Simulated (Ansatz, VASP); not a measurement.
# GaSb: VASP beside Ansatz

Contents of INCAR:

```
SYSTEM = GaSb
  PREC = Accurate
  ENCUT = 520
  EDIFF = 1E-6
  ISMEAR = 0
  SIGMA = 0.15
  LREAL = .FALSE.
  LASPH = .TRUE.
  NELM = 100
  ALGO = Normal
  ISIF = 2
  LWAVE = .FALSE.
  LCHARG = .TRUE.
  GGA = PE
  LELF = .TRUE.
  LVHAR = .TRUE.
  NBANDS = 16
```

File KPOINTS:

```
Automatic mesh
0
G
  18 18 18
  0 0 0
```

Contents of POSCAR:

```
GaSb
1.0
    0.0000000000      3.1069206316      3.1069206316
    3.1069206316      0.0000000000      3.1069206316
    3.1069206316      3.1069206316      0.0000000000
Ga Sb
1 1
Direct
    0.0000000000      0.0000000000      0.0000000000
    0.7500000000      0.7500000000      0.7500000000
```

Input for Ansatz:

```yaml
crystal:
  lattice:
    - [0.0, 3.1069206316, 3.1069206316]
    - [3.1069206316, 0.0, 3.1069206316]
    - [3.1069206316, 3.1069206316, 0.0]
  atoms:
    - { symbol: Ga, position: [0.0, 0.0, 0.0] }
    - { symbol: Sb, position: [0.75, 0.75, 0.75] }
basis:
  ecutwfc: 420
kpoints:
  mp_grid: { grid: [18, 18, 18] }
hamiltonian:
  xc: pbe
scf:
  occupations: { method: gaussian, width: 0.15 }
output:
  forces: true
  stress: true
  eigenvalues: true
  write_density: true
  write_potential: true
  elf: true
  volumetric_format: npy
```

Alike in both runs: task single point; functional PBE; k mesh 18 × 18 × 18; occupations gaussian, width 0.15 eV; no spin polarisation.

|  | VASP | Ansatz |
| --- | --- | --- |
| version | VASP 6.6.1 | Ansatz 0.2.0 |
| potentials or method | VASP PAW PBE potentials, release 64 (Ga_d, Sb), cutoff 520 eV | scalar-relativistic, plane waves, PAW |
| valence electrons in the cell | 18 | 28 |

|  | VASP | Ansatz | Ansatz less VASP |
| --- | --- | --- | --- |
| gap on the k mesh at the Fermi level (eV) | none | none | - |
| pressure (GPa) | 0.1 | 0.0 | -0.07 |

A gap of «none» marks a metal or a gap that the smearing closes. The functional is the same, so the differences come from potentials, cutoffs and numerics. VASP's potentials hold 18 valence electrons a cell and Ansatz's 28, so a difference there can come from the potentials and not from the codes.

Spin-orbit coupling is off throughout.
